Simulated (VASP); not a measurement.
# Zn (Im-3m) in VASP: a series of runs

Aim: see how the results for Zn move with the level of theory and the settings. Levels: PBEsol, PBE0. Tasks: single point.

Everything below comes from runs of VASP 6.6.1. Logs are shortened: lines on timing, memory, paths and dates and some standing lists are left out, and cuts for length are marked.

## (1) The cell of the first run

It takes space group Im-3m (No. 229, cubic). The conventional cell has a = 2.913 Å, b = 2.913 Å, c = 2.913 Å, α = 90.00°, β = 90.00°, γ = 90.00°. Zn (site symmetry m-3m) has 14 Zn at 2.52 to 2.91 Å within 3.3 Å.

This isn't the form of Zn at room conditions, which is hcp.

## (2) Single point, PBEsol, non-collinear spin, typed start (12.36 Å³/atom)

Contents of INCAR:

```
SYSTEM = Zn
  PREC = Accurate
  ENCUT = 520
  EDIFF = 1E-6
  ISMEAR = 1
  SIGMA = 0.1
  LREAL = .False.
  LASPH = .True.
  NELM = 150
  ALGO = Normal
  ISIF = 2
  LWAVE = .False.
  LCHARG = .False.
  LNONCOLLINEAR = .True.
  MAGMOM = 0.5 0 0
  LORBIT = 11
  GGA = PS
  NBANDS = 23
```

Contents of KPOINTS:

```
regular mesh
0
Gamma
  12 12 12
  0 0 0
```

Contents of POSCAR:

```
Zn
1.0
   -1.4565649237      1.4565649237      1.4565649237
    1.4565649237     -1.4565649237      1.4565649237
    1.4565649237      1.4565649237     -1.4565649237
Zn
1
Direct
    0.0000000000      0.0000000000      0.0000000000
```

Potentials or basis: VASP PAW PBE potentials, release 64 (Zn).

Run with:

```bash
$ cat potpaw_PBE.64/Zn/POTCAR > POTCAR
$ mpirun -np 1 vasp_ncl > vasp.out
```

OUTCAR:

```text
SYSTEM = Zn
   PREC = Accurate
   ENCUT = 520
   EDIFF = 1E-6
   ISMEAR = 1
   LREAL = .False.
   LASPH = .True.
   NELM = 150
   ISIF = 2
   LNONCOLLINEAR = .True.
   LORBIT = 11
   GGA = PS

 ion  position               nearest neighbor table
   1  0.000  0.000  0.000-

  LATTYP: Found a body centered cubic cell.
 ALAT       =     2.9131298474

  Lattice vectors:

 A1 = (  -1.4565649237,   1.4565649237,   1.4565649237)
 A2 = (   1.4565649237,  -1.4565649237,   1.4565649237)
 A3 = (   1.4565649237,   1.4565649237,  -1.4565649237)

Analysis of symmetry for initial positions (statically):
=====================================================================
 Subroutine PRICEL returns:
 Original cell was already a primitive cell.

 Routine SETGRP: Setting up the symmetry group for a
 body centered cubic supercell.

 Subroutine GETGRP returns: Found 48 space group operations
 (whereof 48 operations were pure point group operations)
 out of a pool of 48 trial point group operations.

The static configuration has the point symmetry O_h .

Analysis of symmetry for dynamics (positions and initial velocities):
=====================================================================
 Subroutine PRICEL returns:
 Original cell was already a primitive cell.

 Routine SETGRP: Setting up the symmetry group for a
 body centered cubic supercell.

 Subroutine GETGRP returns: Found 48 space group operations
 (whereof 48 operations were pure point group operations)
 out of a pool of 48 trial point group operations.

The dynamic configuration has the point symmetry O_h .

Analysis of structural, dynamic, and magnetic symmetry:
=====================================================================
 Subroutine PRICEL returns:
 Original cell was already a primitive cell.

 Routine SETGRP: Setting up the symmetry group for a
 body centered cubic supercell.

 Subroutine GETGRP returns: Found  8 space group operations
 (whereof  8 operations were pure point group operations)
 out of a pool of 48 trial point group operations.

The overall configuration has the point symmetry C_4h.

 Subroutine INISYM returns: Found  8 space group operations
 (whereof  8 operations are pure point group operations),
 and found     1 'primitive' translations

----------------------------------------------------------------------------------------

                                     Primitive cell

  volume of cell :      12.3609

  direct lattice vectors                    reciprocal lattice vectors
    -1.456564924  1.456564924  1.456564924     0.000000000  0.343273404  0.343273404
     1.456564924 -1.456564924  1.456564924     0.343273404  0.000000000  0.343273404
     1.456564924  1.456564924 -1.456564924     0.343273404  0.343273404  0.000000000

  length of vectors
     2.522844452  2.522844452  2.522844452     0.485461904  0.485461904  0.485461904

  position of ions in fractional coordinates (direct lattice)
     0.000000000  0.000000000  0.000000000

  ion indices of the primitive-cell ions
   primitive index   ion index
                 1           1

----------------------------------------------------------------------------------------

 KPOINTS: regular mesh

Automatic generation of k-mesh.
 Grid dimensions read from file:
 generate k-points for:   12   12   12

 Generating k-lattice:

  Cartesian coordinates                     Fractional coordinates (reciprocal lattice)
     0.000000000  0.028606117  0.028606117     0.083333333  0.000000000  0.000000000
     0.028606117  0.000000000  0.028606117     0.000000000  0.083333333  0.000000000
     0.028606117  0.028606117  0.000000000     0.000000000  0.000000000  0.083333333

  Length of vectors
     0.040455159  0.040455159  0.040455159

  Shift w.r.t. Gamma in fractional coordinates (k-lattice)
     0.000000000  0.000000000  0.000000000

 Subroutine IBZKPT returns following result:
 ===========================================

 Found    242 irreducible k-points:

 Following reciprocal coordinates:
            Coordinates               Weight
  0.000000  0.000000  0.000000      1.000000
  0.083333  0.000000  0.000000      4.000000
  0.000000  0.083333  0.000000      8.000000
  0.166667  0.000000  0.000000      4.000000
  0.000000  0.166667  0.000000      8.000000
  0.250000  0.000000  0.000000      4.000000
[... 16 lines left out ...]
  0.250000  0.083333  0.000000      8.000000
  0.000000  0.250000  0.083333      8.000000
 [... further k-points ...]
   k-points           NKPTS =    242   k-points in BZ     NKDIM =    242   number of bands    NBANDS=     23
   number of dos      NEDOS =    301   number of ions     NIONS =      1
   total plane-waves  NPLWV =   8000
   dimension x,y,z NGX =    20 NGY =   20 NGZ =   20
   dimension x,y,z NGXF=    40 NGYF=   40 NGZF=   40
   ions per type =               1
   NGX,Y,Z   is equivalent  to a cutoff of  13.18, 13.18, 13.18 a.u.
   NGXF,Y,Z  is equivalent  to a cutoff of  26.36, 26.36, 26.36 a.u.
 SYSTEM =  Zn
   PREC   = accura    normal or accurate (medium, high low for compatibility)
   ISTART =      0    job   : 0-new  1-cont  2-samecut
   ICHARG =      2    charge: 1-file 2-atom 10-const
   ISPIN  =      1    spin polarized calculation?
   LNONCOLLINEAR =      T non collinear calculations
   LSORBIT =      F    spin-orbit coupling
   LASPH  =      T    aspherical Exc in radial PAW
   ENCUT  =  520.0 eV  38.22 Ry    6.18 a.u.   4.69  4.69  4.69*2*pi/ulx,y,z
   NELM   =    150;   NELMIN=  2; NELMDL= -5     # of ELM steps
   EDIFF  = 0.1E-05   stopping-criterion for ELM
   LREAL  =      F    real-space projection
   EDIFFG = 0.1E-04   stopping-criterion for IOM
   NSW    =      0    number of steps for IOM
   IBRION =     -1    ionic relax: 0-MD 1-quasi-New 2-CG
   NFREE  =      0    steps in history (QN), initial steepest desc. (CG)
   ISIF   =      2    stress and relaxation
   ISYM   =      2    0-nonsym 1-usesym 2-fastsym
   POTIM  = 0.5000    time-step for ionic-motion
   TEBEG  =    0.0;   TEEND  =   0.0 temperature during run
   PSTRESS=    0.0 pullay stress
   NELECT =      12.0000    total number of electrons
   NUPDOWN=      -1.0000    fix difference up-down
   EMIN   =  10.00;   EMAX   =-10.00  energy-range for DOS
   EFERMI =   0.00;   METHOD = LEGACY
   ISMEAR =     1;   SIGMA  =   0.10  broadening in eV -4-tet -1-fermi 0-gaus
   EFERMI_NEDOS =   21; number of points for ismear=-14 and -15
   IALGO  =     38    algorithm
   IMIX   =      4    mixing-type and parameters
     AMIX     =   0.40;   BMIX     =  1.00
     AMIX_MAG =   1.60;   BMIX_MAG =  1.00
  volume/ion in A,a.u.               =      12.36        83.42
  Fermi-wavevector in a.u.,A,eV,Ry     =   1.621009  3.063263 35.751619  2.627670
  Thomas-Fermi vector in A             =   2.714855
   LORBIT       =     11    0 simple, 1 ext, 2 COOP (PROOUT), +10 PAW based schemes
   GGA     = PS    functional components
   LHFCALC =     F    Hartree Fock is set to
   AEXX    =    0.0000 exact exchange contribution
   IVDW    =     0    specifies the selected vdW correction
   LEPSILON=     F    determine dielectric tensor
   LRPA    =     F    only Hartree local field effects (RPA)
 Methfessel and Paxton  Order N= 1 SIGMA  =   0.10
  energy-cutoff  :      520.00
  volume of cell :       12.36
 maximum number of plane-waves:       740
   NGX =  9   NGY =  9   NGZ =  9

 number of electron      12.0000000 magnetization       0.5000000      0.0000000      0.0000000

 number of electron      12.0000004 magnetization      -0.0057752     -0.0000000     -0.0000000

 number of electron      12.0000004 magnetization       0.0010830      0.0000000     -0.0000000

 number of electron      12.0000004 magnetization      -0.0003540      0.0000000     -0.0000000

 Free energy of the ion-electron system (eV)
  ---------------------------------------------------
  ext. energy  EPLUGINS =         0.00000000
  ---------------------------------------------------
  free energy    TOTEN  =        -1.39032223 eV

  energy without entropy =       -1.38988341  energy(sigma->0) =       -1.39017596

 E-fermi :   4.9469     XC(G=0): -12.8524

 val. band max:        4.8855154324   @ k =   0.1667  -0.4167  -0.4167
 cond. band min:       4.9897155876   @ k =   0.5000  -0.0833   0.0000
 fundamental gap:      0.1042001552
 Fermi energy:         4.9469229429

 k-point     1 :       0.0000    0.0000    0.0000
  band No.  band energies     occupation
      1      -7.6238      1.00000
      2      -7.6234      1.00000
      3      -3.7867      1.00000
      4      -3.7867      1.00000
      5      -3.7867      1.00000
      6      -3.7865      1.00000
[... 15 lines left out ...]
     22      27.6745      0.00000
     23      27.6745      0.00000

 k-point     2 :       0.0833    0.0000    0.0000
  band No.  band energies     occupation
      1      -7.3683      1.00000
      2      -7.3678      1.00000
      3      -3.8183      1.00000
      4      -3.8182      1.00000
      5      -3.7822      1.00000
      6      -3.7821      1.00000
[... 15 lines left out ...]
     22      26.9603      0.00000
     23      27.8384      0.00000

 k-point     3 :       0.0000    0.0833    0.0000
  band No.  band energies     occupation
      1      -7.3683      1.00000
      2      -7.3678      1.00000
      3      -3.8183      1.00000
      4      -3.8182      1.00000
      5      -3.7822      1.00000
      6      -3.7821      1.00000
[... 15 lines left out ...]
     22      26.9603      0.00000
     23      27.8384      0.00000
[... 495 lines left out ...]
 k-point    23 :       0.2500    0.0833    0.0000
  band No.  band energies     occupation
      1      -5.0249      1.00000
      2      -5.0246      1.00000
      3      -4.0661      1.00000
      4      -4.0660      1.00000
      5      -3.5412      1.00000
      6      -3.5410      1.00000
[... 15 lines left out ...]
     22      27.0427      0.00000
     23      29.8898      0.00000

 k-point    24 :       0.0000    0.2500    0.0833
  band No.  band energies     occupation
      1      -5.0249      1.00000
      2      -5.0246      1.00000
      3      -4.0661      1.00000
      4      -4.0660      1.00000
      5      -3.5412      1.00000
      6      -3.5410      1.00000
[... 15 lines left out ...]
     22      27.0427      0.00000
     23      29.8898      0.00000

 [... further k-points ...]

------------------------ aborting loop because EDIFF is reached ----------------------------------------

  FORCE on cell =-STRESS in cart. coord.  units (eV):
  Direction    XX          YY          ZZ          XY          YZ          ZX
  --------------------------------------------------------------------------------------
  -------------------------------------------------------------------------------------
  Total        1.3749702      1.3749715      1.3749715      0.0000000      0.0000000      0.0000000
  in kB      178.2191385    178.2193090    178.2193090      0.0000000      0.0000009      0.0000000
  external PRESSURE =     178.2192522 kB  Pullay stress =       0.0000000 kB

 VOLUME and BASIS-vectors are now :
 -----------------------------------------------------------------------------
  energy-cutoff  :      520.00
  volume of cell :       12.36
      direct lattice vectors                 reciprocal lattice vectors
    -1.456564924  1.456564924  1.456564924     0.000000000  0.343273404  0.343273404
     1.456564924 -1.456564924  1.456564924     0.343273404  0.000000000  0.343273404
     1.456564924  1.456564924 -1.456564924     0.343273404  0.343273404  0.000000000

 POSITION                                       TOTAL-FORCE (eV/Angst)
 -----------------------------------------------------------------------------------
      0.00000      0.00000      0.00000         0.000000     -0.000000      0.000000
 -----------------------------------------------------------------------------------
    total drift:                                0.000000     -0.000000      0.000000

  FREE ENERGIE OF THE ION-ELECTRON SYSTEM (eV)
  ---------------------------------------------------
  free  energy   TOTEN  =        -1.3903222313 eV

  energy  without entropy=       -1.3898834058  energy(sigma->0) =       -1.39017596

 total charge

# of ion       s       p       d       tot
------------------------------------------
    1        0.615   0.602   9.746  10.963

 magnetization (x)

# of ion       s       p       d       tot
------------------------------------------
    1       -0.000  -0.000  -0.000  -0.000

 magnetization (y)

# of ion       s       p       d       tot
------------------------------------------
    1        0.000   0.000   0.000   0.000

 magnetization (z)

# of ion       s       p       d       tot
------------------------------------------
    1        0.000   0.000   0.000   0.000
```

Wall time 1.8 min (1 thread of Intel Xeon 6975P-C (Granite Rapids), shared host); peak memory 0.23 GiB.

What came out:

* Free energy: -1.3903 eV
* Pressure: 17.8 GPa
* Band gap on the k mesh: zero (bands 12 and 13 overlap by 5.10 eV)
* Net moment: 0.00 μB per cell
* Valence electrons inside the program's atomic spheres: Zn 10.96

Moments on the atoms (μB; x, y, z):
```
Zn  0.00 0.00 0.00
```

Caveat: the cell stands under pressure; the PAW data sets were made with another functional, which shifts forces and pressure a little.

(Continued in part 2 of 2.)
